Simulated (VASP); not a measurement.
# C (Fd-3m) in VASP: a series of runs

C is run at these levels: PBEsol-based global hybrid with 25 % exact exchange; tasks: single point.

All numbers are computed with VASP 6.6.1; they aren't measurements. Logs are shortened: lines on timing, memory, paths and dates and some standing lists are left out, and cuts for length are marked.

## Step 1: The cell of the first run

Symmetry: Fd-3m, No. 227, cubic system. The conventional cell has a = 3.614 Å, b = 3.614 Å, c = 3.614 Å, α = 90.00°, β = 90.00°, γ = 90.00°. Within 2.1 Å of C (site symmetry -43m) lie 4 C at 1.56 Å.

## Step 2: Single point, PBEsol-based global hybrid with 25 % exact exchange

Contents of POSCAR:

```
C
1.0
    0.0000000000      1.8068380860      1.8068380860
    1.8068380860      0.0000000000      1.8068380860
    1.8068380860      1.8068380860      0.0000000000
C
2
Direct
    0.7500000000      0.7500000000      0.7500000000
    0.5000000000      0.5000000000      0.5000000000
```

Contents of INCAR.step1:

```
ALGO = Normal ; EDIFF = 1E-5
ENCUT = 520 ; GGA = PE
ISIF = 2 ; ISMEAR = -1
LASPH = True ; LCHARG = False
LREAL = False ; LWAVE = True
NBANDS = 11 ; NELM = 100
PREC = Accurate ; SIGMA = 0.05
```

Contents of INCAR.step2:

```
AEXX = 0.25 ; ALGO = Normal
EDIFF = 1E-7 ; ENCUT = 520
GGA = PS ; ISIF = 2
ISMEAR = -1 ; ISTART = 1
LASPH = True ; LCHARG = False
LHFCALC = True ; LREAL = False
LWAVE = False ; NBANDS = 11
NELM = 100 ; PREC = Accurate
PRECFOCK = Normal ; SIGMA = 0.05
```

Contents of KPOINTS:

```
k-points
0
Gamma
  7 7 7
```

Potentials or basis: VASP PAW PBE potentials, release 64 (C).

Run with:

```console
$ cat potpaw_PBE.64/C/POTCAR > POTCAR
$ cp INCAR.step1 INCAR
$ mpirun -np 1 vasp_std > vasp.out
$ cp INCAR.step2 INCAR
$ mpirun -np 1 vasp_std > vasp.out
```

OUTCAR:

```text
AEXX = 0.25
   EDIFF = 1E-7
   ENCUT = 520
   GGA = PS
   ISIF = 2
   ISMEAR = -1
   ISTART = 1
   LASPH = True
   LHFCALC = True
   LREAL = False
   NELM = 100
   PREC = Accurate
   PRECFOCK = Normal

 ion  position               nearest neighbor table
   1  0.750  0.750  0.750-   2 1.56   2 1.56   2 1.56   2 1.56
   2  0.500  0.500  0.500-   1 1.56   1 1.56   1 1.56   1 1.56

  LATTYP: Found a face centered cubic cell.
 ALAT       =     3.6136761720

  Lattice vectors:

 A1 = (   0.0000000000,   1.8068380860,   1.8068380860)
 A2 = (   1.8068380860,   0.0000000000,   1.8068380860)
 A3 = (   1.8068380860,   1.8068380860,   0.0000000000)

Analysis of symmetry for initial positions (statically):
=====================================================================
 Subroutine PRICEL returns:
 Original cell was already a primitive cell.

 Routine SETGRP: Setting up the symmetry group for a
 face centered cubic supercell.

 Subroutine GETGRP returns: Found 48 space group operations
 (whereof 24 operations were pure point group operations)
 out of a pool of 48 trial point group operations.

The static configuration has the point symmetry T_d .
 The point group associated with its full space group is O_h .

Analysis of symmetry for dynamics (positions and initial velocities):
=====================================================================
 Subroutine PRICEL returns:
 Original cell was already a primitive cell.

 Routine SETGRP: Setting up the symmetry group for a
 face centered cubic supercell.

 Subroutine GETGRP returns: Found 48 space group operations
 (whereof 24 operations were pure point group operations)
 out of a pool of 48 trial point group operations.

The dynamic configuration has the point symmetry T_d .
 The point group associated with its full space group is O_h .

 Subroutine INISYM returns: Found 48 space group operations
 (whereof 24 operations are pure point group operations),
 and found     1 'primitive' translations

----------------------------------------------------------------------------------------

                                     Primitive cell

  volume of cell :      11.7974

  direct lattice vectors                    reciprocal lattice vectors
     0.000000000  1.806838086  1.806838086    -0.276726511  0.276726511  0.276726511
     1.806838086  0.000000000  1.806838086     0.276726511 -0.276726511  0.276726511
     1.806838086  1.806838086  0.000000000     0.276726511  0.276726511 -0.276726511

  length of vectors
     2.555254926  2.555254926  2.555254926     0.479304377  0.479304377  0.479304377

  position of ions in fractional coordinates (direct lattice)
     0.750000000  0.750000000  0.750000000
     0.500000000  0.500000000  0.500000000

  ion indices of the primitive-cell ions
   primitive index   ion index
                 1           1
                 2           2

----------------------------------------------------------------------------------------

 KPOINTS: k-points

Automatic generation of k-mesh.
 Grid dimensions read from file:
 generate k-points for:    7    7    7

 Generating k-lattice:

  Cartesian coordinates                     Fractional coordinates (reciprocal lattice)
    -0.039532359  0.039532359  0.039532359     0.142857143  0.000000000  0.000000000
     0.039532359 -0.039532359  0.039532359     0.000000000  0.142857143  0.000000000
     0.039532359  0.039532359 -0.039532359     0.000000000  0.000000000  0.142857143

  Length of vectors
     0.068472054  0.068472054  0.068472054

  Shift w.r.t. Gamma in fractional coordinates (k-lattice)
     0.000000000  0.000000000  0.000000000

 Subroutine IBZKPT returns following result:
 ===========================================

 Found     20 irreducible k-points:

 Following reciprocal coordinates:
            Coordinates               Weight
  0.000000  0.000000  0.000000      1.000000
  0.142857  0.000000  0.000000      8.000000
  0.285714  0.000000  0.000000      8.000000
  0.428571  0.000000  0.000000      8.000000
  0.142857  0.142857  0.000000      6.000000
  0.285714  0.142857  0.000000     24.000000
[... 12 lines left out ...]
 -0.428571  0.428571  0.142857     24.000000
 -0.285714  0.428571  0.142857     24.000000
   k-points           NKPTS =     20   k-points in BZ     NKDIM =    343   number of bands    NBANDS=     11
   number of dos      NEDOS =    301   number of ions     NIONS =      2
   total plane-waves  NPLWV =   8000
   dimension x,y,z NGX =    20 NGY =   20 NGZ =   20
   dimension x,y,z NGXF=    40 NGYF=   40 NGZF=   40
   ions per type =               2
   NGX,Y,Z   is equivalent  to a cutoff of  13.01, 13.01, 13.01 a.u.
   NGXF,Y,Z  is equivalent  to a cutoff of  26.02, 26.02, 26.02 a.u.
 SYSTEM =  unknown system
   PREC   = accura    normal or accurate (medium, high low for compatibility)
   ISTART =      1    job   : 0-new  1-cont  2-samecut
   ICHARG =      0    charge: 1-file 2-atom 10-const
   ISPIN  =      1    spin polarized calculation?
   LNONCOLLINEAR =      F non collinear calculations
   LSORBIT =      F    spin-orbit coupling
   LASPH  =      T    aspherical Exc in radial PAW
   ENCUT  =  520.0 eV  38.22 Ry    6.18 a.u.   4.75  4.75  4.75*2*pi/ulx,y,z
   NELM   =    100;   NELMIN=  2; NELMDL=  0     # of ELM steps
   EDIFF  = 0.1E-06   stopping-criterion for ELM
   LREAL  =      F    real-space projection
   EDIFFG = 0.1E-05   stopping-criterion for IOM
   NSW    =      0    number of steps for IOM
   IBRION =     -1    ionic relax: 0-MD 1-quasi-New 2-CG
   NFREE  =      0    steps in history (QN), initial steepest desc. (CG)
   ISIF   =      2    stress and relaxation
   ISYM   =      3    0-nonsym 1-usesym 2-fastsym
   POTIM  = 0.5000    time-step for ionic-motion
   TEBEG  =    0.0;   TEEND  =   0.0 temperature during run
   PSTRESS=    0.0 pullay stress
   NELECT =       8.0000    total number of electrons
   NUPDOWN=      -1.0000    fix difference up-down
   EMIN   =  10.00;   EMAX   =-10.00  energy-range for DOS
   EFERMI =   0.00;   METHOD = LEGACY
   ISMEAR =    -1;   SIGMA  =   0.05  broadening in eV -4-tet -1-fermi 0-gaus
   EFERMI_NEDOS =   21; number of points for ismear=-14 and -15
   IALGO  =     38    algorithm
   IMIX   =      1    mixing-type and parameters
     AMIX     =   0.40;   BMIX     =  1.00
     AMIX_MAG =   1.60;   BMIX_MAG =  1.00
  volume/ion in A,a.u.               =       5.90        39.81
  Fermi-wavevector in a.u.,A,eV,Ry     =   1.438276  2.717948 28.145530  2.068638
  Thomas-Fermi vector in A             =   2.557261
   LORBIT       =      0    0 simple, 1 ext, 2 COOP (PROOUT), +10 PAW based schemes
   GGA     = PS    functional components
   LHFCALC =     T    Hartree Fock is set to
   PRECFOCK=normal    Normal, Fast or Accurate (Low or Medium for compatibility)
   ENCUT4O =  -1.0   cutoff for four orbital integrals eV
   NKREDX  =     1    reduce k-point grid by
   NKREDY  =     1    reduce k-point grid by
   NKREDZ  =     1    reduce k-point grid by
   AEXX    =    0.2500 exact exchange contribution
   HFSCREEN=    0.0000 screening length (either q_TF or 0.3 A-1)
   HFSCREENC=   0.0000 screening length for correlation (either q_TF or 0.3 A-1)
   ENCUTFOCK=  -1.0 apply spherical cutoff to Coloumb kernel
   IVDW    =     0    specifies the selected vdW correction
   LEPSILON=     F    determine dielectric tensor
   LRPA    =     F    only Hartree local field effects (RPA)
 non-spin polarized calculation
  energy-cutoff  :      520.00
  volume of cell :       11.80
 maximum number of plane-waves:       331
  NGX = 16; NGY = 16; NGZ = 16

 number of electron       8.0000000 magnetization

 Free energy of the ion-electron system (eV)
  ---------------------------------------------------
  ext. energy  EPLUGINS =         0.00000000
  ---------------------------------------------------
  free energy    TOTEN  =       -22.83042241 eV

  energy without entropy =      -22.83042241  energy(sigma->0) =      -22.83042241

 E-fermi :   9.2162     XC(G=0): -10.3846

 val. band max:        8.1488535025   @ k =   0.0000   0.0000   0.0000
 cond. band min:      14.1341407463   @ k =   0.4286   0.4286   0.0000
 fundamental gap:      5.9852872438
 Fermi energy:         9.2162360387

 k-point     1 :       0.0000    0.0000    0.0000
  band No.  band energies     occupation
      1     -14.9039      2.00000
      2       8.1489      2.00000
      3       8.1489      2.00000
      4       8.1489      2.00000
      5      15.7183      0.00000
      6      15.7183      0.00000
      7      15.7183      0.00000
      8      23.2992      0.00000
      9      29.0376      0.00000
     10      36.7496      0.00000
     11      36.7496      0.00000

 k-point     2 :       0.1429    0.0000    0.0000
  band No.  band energies     occupation
      1     -14.3084      2.00000
      2       4.9860      2.00000
      3       7.3108      2.00000
      4       7.3108      2.00000
      5      16.8281      0.00000
      6      16.8281      0.00000
      7      17.1831      0.00000
      8      23.8869      0.00000
      9      29.9500      0.00000
     10      33.2712      0.00000
     11      33.2712      0.00000

 k-point     3 :       0.2857    0.0000    0.0000
  band No.  band energies     occupation
      1     -12.5483      2.00000
      2      -0.2312      2.00000
      3       6.0177      2.00000
      4       6.0177      2.00000
      5      18.3001      0.00000
      6      18.3001      0.00000
      7      18.3191      0.00000
      8      25.2249      0.00000
      9      30.7665      0.00000
     10      32.7522      0.00000
     11      32.7522      0.00000
[... 211 lines left out ...]
 k-point    19 :      -0.4286    0.4286    0.1429
  band No.  band energies     occupation
      1      -7.3733      2.00000
      2      -3.1780      2.00000
      3       0.1419      2.00000
      4       0.8651      2.00000
      5      17.0270      0.00000
      6      18.2308      0.00000
      7      24.1265      0.00000
      8      26.3519      0.00000
      9      31.5282      0.00000
     10      32.8998      0.00000
     11      40.0935      0.00000

 k-point    20 :      -0.2857    0.4286    0.1429
  band No.  band energies     occupation
      1      -6.0059      2.00000
      2      -4.1749      2.00000
      3      -1.5047      2.00000
      4       1.1791      2.00000
      5      18.2030      0.00000
      6      22.0167      0.00000
      7      23.1913      0.00000
      8      23.9837      0.00000
      9      29.6049      0.00000
     10      33.3176      0.00000
     11      38.0290      0.00000

------------------------ aborting loop because EDIFF is reached ----------------------------------------

  FORCE on cell =-STRESS in cart. coord.  units (eV):
  Direction    XX          YY          ZZ          XY          YZ          ZX
  --------------------------------------------------------------------------------------
  -------------------------------------------------------------------------------------
  Total       -2.0390605     -2.0390605     -2.0390605      0.0000000      0.0000000      0.0000000
  in kB     -276.9191475   -276.9191475   -276.9191475      0.0000000      0.0000000      0.0000000
  external PRESSURE =    -276.9191475 kB  Pullay stress =       0.0000000 kB

 VOLUME and BASIS-vectors are now :
 -----------------------------------------------------------------------------
  energy-cutoff  :      520.00
  volume of cell :       11.80
      direct lattice vectors                 reciprocal lattice vectors
     0.000000000  1.806838086  1.806838086    -0.276726511  0.276726511  0.276726511
     1.806838086  0.000000000  1.806838086     0.276726511 -0.276726511  0.276726511
     1.806838086  1.806838086  0.000000000     0.276726511  0.276726511 -0.276726511

 POSITION                                       TOTAL-FORCE (eV/Angst)
 -----------------------------------------------------------------------------------
      2.71026      2.71026      2.71026         0.000000      0.000000      0.000000
      1.80684      1.80684      1.80684        -0.000000     -0.000000     -0.000000
 -----------------------------------------------------------------------------------
    total drift:                               -0.000000     -0.000000     -0.000000

  FREE ENERGIE OF THE ION-ELECTRON SYSTEM (eV)
  ---------------------------------------------------
  free  energy   TOTEN  =       -22.8304224059 eV

  energy  without entropy=      -22.8304224059  energy(sigma->0) =      -22.83042241
```

Run time: 6.1 min. Hardware: 1 thread of AMD EPYC 7R13 (Zen 3), shared host; peak memory 0.09 GiB.

Results:

* Free energy: -22.8304 eV
* Pressure: -27.7 GPa
* Band gap on the k mesh: 5.99 eV (least direct gap 7.57 eV)

Caveat: the k points lie up to 0.43 Å⁻¹ apart; the PAW data sets were made with another functional, which shifts forces and pressure a little; an odd mesh through Γ misses points on the zone boundary, where band edges can lie.

(Continued in part 2 of 2.)
